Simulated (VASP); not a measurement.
# GaSb (sol) (F-43m) in VASP: further runs

The runs below take GaSb (sol) through single point, with PBEsol.

Everything below comes from runs of VASP 6.6.1. Logs are shortened: lines on timing, memory, paths and dates and some standing lists are left out, and cuts for length are marked.

**1. The cell of the first run**

Symmetry: F-43m, No. 216, cubic system. The conventional cell has a = 6.137 Å, b = 6.137 Å, c = 6.137 Å, α = 90.00°, β = 90.00°, γ = 90.00°. Within 3.5 Å of Ga (site symmetry -43m) lie 4 Sb at 2.66 Å. Within 3.5 Å of Sb (site symmetry -43m) lie 4 Ga at 2.66 Å.

**2. Single point, PBEsol**

Contents of INCAR:

```
SYSTEM = GaSb
PREC     = Accurate       ! precision mode
ENCUT    = 520            ! plane-wave cutoff, eV
EDIFF    = 1E-6           ! SCF threshold, eV
ISMEAR   = 0              ! smearing method
SIGMA    = 0.1            ! smearing width, eV
LREAL    = .FALSE.        ! projectors in reciprocal space
LASPH    = .TRUE.         ! aspherical terms in the spheres
NELM     = 100            ! most SCF steps
ALGO     = Normal         ! electronic algorithm
ISIF     = 2              ! what is computed and relaxed
LWAVE    = .FALSE.        ! write WAVECAR
LCHARG   = .TRUE.         ! write CHGCAR
GGA      = PS             ! functional
LELF     = .TRUE.         ! ELF
LVHAR    = .TRUE.       
NBANDS   = 16             ! bands
```

Contents of KPOINTS:

```
Automatic mesh
0
G
  6 6 6
  0 0 0
```

Contents of POSCAR:

```
GaSb
1.0
    0.0000000000      3.0686043200      3.0686043200
    3.0686043200      0.0000000000      3.0686043200
    3.0686043200      3.0686043200      0.0000000000
Ga Sb
1 1
Direct
    0.0000000000      0.0000000000      0.0000000000
    0.2500000000      0.2500000000      0.2500000000
```

Potentials or basis: VASP PAW PBE potentials, release 64 (Ga_d, Sb).

Launch:

```sh
$ cat potpaw_PBE.64/Ga_d/POTCAR potpaw_PBE.64/Sb/POTCAR > POTCAR
$ mpirun -np 1 vasp_std > vasp.out
```

OUTCAR:

```text
SYSTEM = GaSb
   PREC = Accurate
   ENCUT = 520
   EDIFF = 1E-6
   ISMEAR = 0
   LREAL = .FALSE.
   LASPH = .TRUE.
   NELM = 100
   ISIF = 2
   GGA = PS

 ion  position               nearest neighbor table
   1  0.000  0.000  0.000-   2 2.66   2 2.66   2 2.66   2 2.66
   2  0.250  0.250  0.250-   1 2.66   1 2.66   1 2.66   1 2.66

  LATTYP: Found a face centered cubic cell.
 ALAT       =     6.1372086400

  Lattice vectors:

 A1 = (   0.0000000000,   3.0686043200,   3.0686043200)
 A2 = (   3.0686043200,   0.0000000000,   3.0686043200)
 A3 = (   3.0686043200,   3.0686043200,   0.0000000000)

Analysis of symmetry for initial positions (statically):
=====================================================================
 Subroutine PRICEL returns:
 Original cell was already a primitive cell.

 Routine SETGRP: Setting up the symmetry group for a
 face centered cubic supercell.

 Subroutine GETGRP returns: Found 24 space group operations
 (whereof 24 operations were pure point group operations)
 out of a pool of 48 trial point group operations.

The static configuration has the point symmetry T_d .

Analysis of symmetry for dynamics (positions and initial velocities):
=====================================================================
 Subroutine PRICEL returns:
 Original cell was already a primitive cell.

 Routine SETGRP: Setting up the symmetry group for a
 face centered cubic supercell.

 Subroutine GETGRP returns: Found 24 space group operations
 (whereof 24 operations were pure point group operations)
 out of a pool of 48 trial point group operations.

The dynamic configuration has the point symmetry T_d .

 Subroutine INISYM returns: Found 24 space group operations
 (whereof 24 operations are pure point group operations),
 and found     1 'primitive' translations

----------------------------------------------------------------------------------------

                                     Primitive cell

  volume of cell :      57.7900

  direct lattice vectors                    reciprocal lattice vectors
     0.000000000  3.068604320  3.068604320    -0.162940525  0.162940525  0.162940525
     3.068604320  0.000000000  3.068604320     0.162940525 -0.162940525  0.162940525
     3.068604320  3.068604320  0.000000000     0.162940525  0.162940525 -0.162940525

  length of vectors
     4.339661847  4.339661847  4.339661847     0.282221269  0.282221269  0.282221269

  position of ions in fractional coordinates (direct lattice)
     0.000000000  0.000000000  0.000000000
     0.250000000  0.250000000  0.250000000

  ion indices of the primitive-cell ions
   primitive index   ion index
                 1           1
                 2           2

----------------------------------------------------------------------------------------

 KPOINTS: Automatic mesh

Automatic generation of k-mesh.
 Grid dimensions read from file:
 generate k-points for:    6    6    6

 Generating k-lattice:

  Cartesian coordinates                     Fractional coordinates (reciprocal lattice)
    -0.027156754  0.027156754  0.027156754     0.166666667  0.000000000  0.000000000
     0.027156754 -0.027156754  0.027156754     0.000000000  0.166666667  0.000000000
     0.027156754  0.027156754 -0.027156754     0.000000000  0.000000000  0.166666667

  Length of vectors
     0.047036878  0.047036878  0.047036878

  Shift w.r.t. Gamma in fractional coordinates (k-lattice)
     0.000000000  0.000000000  0.000000000

 Subroutine IBZKPT returns following result:
 ===========================================

 Found     16 irreducible k-points:

 Following reciprocal coordinates:
            Coordinates               Weight
  0.000000  0.000000  0.000000      1.000000
  0.166667  0.000000  0.000000      8.000000
  0.333333  0.000000  0.000000      8.000000
  0.500000  0.000000  0.000000      4.000000
  0.166667  0.166667  0.000000      6.000000
  0.333333  0.166667  0.000000     24.000000
[... 8 lines left out ...]
 -0.333333  0.333333  0.166667     24.000000
 -0.333333  0.500000  0.166667     12.000000
   k-points           NKPTS =     16   k-points in BZ     NKDIM =     16   number of bands    NBANDS=     16
   number of dos      NEDOS =    301   number of ions     NIONS =      2
   total plane-waves  NPLWV =  32768
   dimension x,y,z NGX =    32 NGY =   32 NGZ =   32
   dimension x,y,z NGXF=    64 NGYF=   64 NGZF=   64
   ions per type =               1   1
   NGX,Y,Z   is equivalent  to a cutoff of  12.26, 12.26, 12.26 a.u.
   NGXF,Y,Z  is equivalent  to a cutoff of  24.52, 24.52, 24.52 a.u.
 SYSTEM =  GaSb
   PREC   = accura    normal or accurate (medium, high low for compatibility)
   ISTART =      0    job   : 0-new  1-cont  2-samecut
   ICHARG =      2    charge: 1-file 2-atom 10-const
   ISPIN  =      1    spin polarized calculation?
   LNONCOLLINEAR =      F non collinear calculations
   LSORBIT =      F    spin-orbit coupling
   LASPH  =      T    aspherical Exc in radial PAW
   ENCUT  =  520.0 eV  38.22 Ry    6.18 a.u.   8.07  8.07  8.07*2*pi/ulx,y,z
   NELM   =    100;   NELMIN=  2; NELMDL= -5     # of ELM steps
   EDIFF  = 0.1E-05   stopping-criterion for ELM
   LREAL  =      F    real-space projection
[... 7 lines left out ...]
   TEBEG  =    0.0;   TEEND  =   0.0 temperature during run
   PSTRESS=    0.0 pullay stress
   NELECT =      18.0000    total number of electrons
   NUPDOWN=      -1.0000    fix difference up-down
   EMIN   =  10.00;   EMAX   =-10.00  energy-range for DOS
   EFERMI =   0.00;   METHOD = LEGACY
   ISMEAR =     0;   SIGMA  =   0.10  broadening in eV -4-tet -1-fermi 0-gaus
   EFERMI_NEDOS =   21; number of points for ismear=-14 and -15
   IALGO  =     38    algorithm
   IMIX   =      4    mixing-type and parameters
     AMIX     =   0.40;   BMIX     =  1.00
     AMIX_MAG =   1.60;   BMIX_MAG =  1.00
  volume/ion in A,a.u.               =      28.89       194.99
  Fermi-wavevector in a.u.,A,eV,Ry     =   1.109723  2.097073 16.755387  1.231486
  Thomas-Fermi vector in A             =   2.246267
   LORBIT       =      0    0 simple, 1 ext, 2 COOP (PROOUT), +10 PAW based schemes
   GGA     = PS    functional components
   LHFCALC =     F    Hartree Fock is set to
   AEXX    =    0.0000 exact exchange contribution
   IVDW    =     0    specifies the selected vdW correction
   LEPSILON=     F    determine dielectric tensor
   LRPA    =     F    only Hartree local field effects (RPA)
 non-spin polarized calculation
 Gauss-broadening in eV      SIGMA  =   0.10
  energy-cutoff  :      520.00
  volume of cell :       57.79
 maximum number of plane-waves:      1588
   NGX = 17   NGY = 17   NGZ = 17

 number of electron      17.9999990 magnetization

 Free energy of the ion-electron system (eV)
  ---------------------------------------------------
  ext. energy  EPLUGINS =         0.00000000
  ---------------------------------------------------
  free energy    TOTEN  =        -8.12177731 eV

  energy without entropy =       -8.12100449  energy(sigma->0) =       -8.12139090

 E-fermi :   4.6781     XC(G=0):  -9.2210

 val. band max:        4.6438973176   @ k =   0.0000   0.0000   0.0000
 cond. band min:       4.9687655902   @ k =   0.5000   0.0000   0.0000
 fundamental gap:      0.3248682725
 Fermi energy:         4.6781369792

 k-point     1 :       0.0000    0.0000    0.0000
  band No.  band energies     occupation
      1     -10.3410      2.00000
      2     -10.3410      2.00000
      3     -10.3410      2.00000
      4     -10.2923      2.00000
      5     -10.2923      2.00000
      6      -6.7951      2.00000
[... 8 lines left out ...]
     15      13.2213      0.00000
     16      13.2213      0.00000

 k-point     2 :       0.1667    0.0000    0.0000
  band No.  band energies     occupation
      1     -10.3480      2.00000
      2     -10.3381      2.00000
      3     -10.3381      2.00000
      4     -10.2926      2.00000
      5     -10.2926      2.00000
      6      -6.5158      2.00000
[... 8 lines left out ...]
     15      12.2000      0.00000
     16      12.2000      0.00000

 k-point     3 :       0.3333    0.0000    0.0000
  band No.  band energies     occupation
      1     -10.3616      2.00000
      2     -10.3328      2.00000
      3     -10.3328      2.00000
      4     -10.2925      2.00000
      5     -10.2925      2.00000
      6      -5.7715      2.00000
[... 8 lines left out ...]
     15      12.6964      0.00000
     16      12.6964      0.00000

 k-point     4 :       0.5000    0.0000    0.0000
  band No.  band energies     occupation
      1     -10.3682      2.00000
      2     -10.3306      2.00000
      3     -10.3306      2.00000
      4     -10.2920      2.00000
      5     -10.2920      2.00000
      6      -5.1873      2.00000
[... 8 lines left out ...]
     15      14.4625      0.00000
     16      14.4625      0.00000

 k-point     5 :       0.1667    0.1667    0.0000
  band No.  band energies     occupation
      1     -10.3533      2.00000
      2     -10.3352      2.00000
      3     -10.3352      2.00000
      4     -10.2947      2.00000
      5     -10.2913      2.00000
      6      -6.4203      2.00000
[... 8 lines left out ...]
     15      12.0412      0.00000
     16      13.5769      0.00000

 k-point     6 :       0.3333    0.1667    0.0000
  band No.  band energies     occupation
      1     -10.3644      2.00000
      2     -10.3306      2.00000
      3     -10.3295      2.00000
      4     -10.2963      2.00000
      5     -10.2907      2.00000
      6      -5.8139      2.00000
[... 8 lines left out ...]
     15      13.2189      0.00000
     16      13.7736      0.00000
[... 115 lines left out ...]
 k-point    13 :       0.5000    0.5000    0.0000
  band No.  band energies     occupation
      1     -10.3853      2.00000
      2     -10.3170      2.00000
      3     -10.3170      2.00000
      4     -10.3041      2.00000
      5     -10.2882      2.00000
      6      -4.3700      2.00000
[... 8 lines left out ...]
     15      15.3067      0.00000
     16      15.8716      0.00000

 k-point    14 :       0.5000    0.3333    0.1667
  band No.  band energies     occupation
      1     -10.3728      2.00000
      2     -10.3269      2.00000
      3     -10.3241      2.00000
      4     -10.2976      2.00000
      5     -10.2909      2.00000
      6      -5.1350      2.00000
[... 8 lines left out ...]
     15      13.5723      0.00000
     16      15.5097      0.00000

 k-point    15 :      -0.3333    0.3333    0.1667
  band No.  band energies     occupation
      1     -10.3759      2.00000
      2     -10.3263      2.00000
      3     -10.3216      2.00000
      4     -10.2968      2.00000
      5     -10.2921      2.00000
      6      -4.6137      2.00000
[... 8 lines left out ...]
     15      14.9833      0.00000
     16      15.2378      0.00000

 k-point    16 :      -0.3333    0.5000    0.1667
  band No.  band energies     occupation
      1     -10.3805      2.00000
      2     -10.3227      2.00000
      3     -10.3183      2.00000
      4     -10.3000      2.00000
      5     -10.2906      2.00000
      6      -4.3372      2.00000
[... 8 lines left out ...]
     15      14.5998      0.00000
     16      15.9325      0.00000

------------------------ aborting loop because EDIFF is reached ----------------------------------------

  FORCE on cell =-STRESS in cart. coord.  units (eV):
  Direction    XX          YY          ZZ          XY          YZ          ZX
  --------------------------------------------------------------------------------------
  -------------------------------------------------------------------------------------
  Total       -0.1589003     -0.1589003     -0.1589003      0.0000000      0.0000000     -0.0000000
  in kB       -4.4053725     -4.4053725     -4.4053725      0.0000000      0.0000000     -0.0000000
  external PRESSURE =      -4.4053725 kB  Pullay stress =       0.0000000 kB

 VOLUME and BASIS-vectors are now :
 -----------------------------------------------------------------------------
  energy-cutoff  :      520.00
  volume of cell :       57.79
      direct lattice vectors                 reciprocal lattice vectors
     0.000000000  3.068604320  3.068604320    -0.162940525  0.162940525  0.162940525
     3.068604320  0.000000000  3.068604320     0.162940525 -0.162940525  0.162940525
     3.068604320  3.068604320  0.000000000     0.162940525  0.162940525 -0.162940525

 POSITION                                       TOTAL-FORCE (eV/Angst)
 -----------------------------------------------------------------------------------
      0.00000      0.00000      0.00000         0.000000      0.000000      0.000000
      1.53430      1.53430      1.53430        -0.000000     -0.000000     -0.000000
 -----------------------------------------------------------------------------------
    total drift:                                0.000000      0.000000      0.000000

  FREE ENERGIE OF THE ION-ELECTRON SYSTEM (eV)
  ---------------------------------------------------
  free  energy   TOTEN  =        -8.1217773092 eV

  energy  without entropy=       -8.1210044895  energy(sigma->0) =       -8.12139090
```

Run time: 11 s. Hardware: 1 thread of Intel Xeon Platinum 8488C (Sapphire Rapids), shared host; peak memory 0.17 GiB.

What came out:

```yaml
Free_energy: -8.1218 eV
Pressure: -0.4 GPa
Band_gap_on_the_k_mesh: zero (filled and empty bands touch)
```

Caveat: the PAW data sets were made with another functional, which shifts forces and pressure a little; spin-orbit coupling is left out, which moves the levels of the heavy elements.

**3. Single point, PBEsol**

This run uses another cell than the first one, of 28.54 Å³/atom, 0.988 times its volume.

Contents of INCAR:

```
PREC = Accurate
ENCUT = 520
EDIFF = 1E-6
ISMEAR = 0
SIGMA = 0.1
LREAL = F
LASPH = T
NELM = 80
ALGO = Normal
ISIF = 2
LWAVE = F
LCHARG = T
GGA = PS
LELF = T
LVHAR = T
NBANDS = 16
```

Contents of KPOINTS:

```
Automatic mesh
0
Gamma
  12 12 12
```

Contents of POSCAR:

```
GaSb
1.0
    0.0000000000      3.0559490354      3.0559490354
    3.0559490354      0.0000000000      3.0559490354
    3.0559490354      3.0559490354      0.0000000000
Ga Sb
1 1
Direct
    0.0000000000      0.0000000000      0.0000000000
    0.2500000000      0.2500000000      0.2500000000
```

Potentials or basis: VASP PAW PBE potentials, release 64 (Ga_d, Sb).

Launch:

```sh
$ cat potpaw_PBE.64/Ga_d/POTCAR potpaw_PBE.64/Sb/POTCAR > POTCAR
$ mpirun -np 1 vasp_std > vasp.out
```

Run time: 37 s. Hardware: 1 thread of Intel Xeon Platinum 8488C (Sapphire Rapids), shared host; peak memory 0.22 GiB.

Results (log left out):

| Item | Value |
| --- | --- |
| Free energy | -8.1551 eV |
| Pressure | 0.1 GPa |

Levels at points of the mesh, in eV from the Fermi level:
| k point | band 6 | band 7 | band 8 | band 9 | band 10 | band 11 | band 12 | band 13 |
| --- | --- | --- | --- | --- | --- | --- | --- | --- |
| (0.00, 0.00, 0.00) | -11.58 | -0.06 | -0.06 | -0.06 | -0.05 | 2.70 | 2.70 | 2.70 |
| (0.50, 0.00, 0.00) | -9.94 | -6.47 | -1.22 | -1.22 | 0.30 | 3.66 | 3.66 | 6.26 |
| (0.50, 0.50, 0.00) | -9.11 | -6.90 | -2.66 | -2.66 | 0.78 | 1.10 | 8.63 | 8.63 |

Caveat: the PAW data sets were made with another functional, which shifts forces and pressure a little; spin-orbit coupling is left out, which moves the levels of the heavy elements.
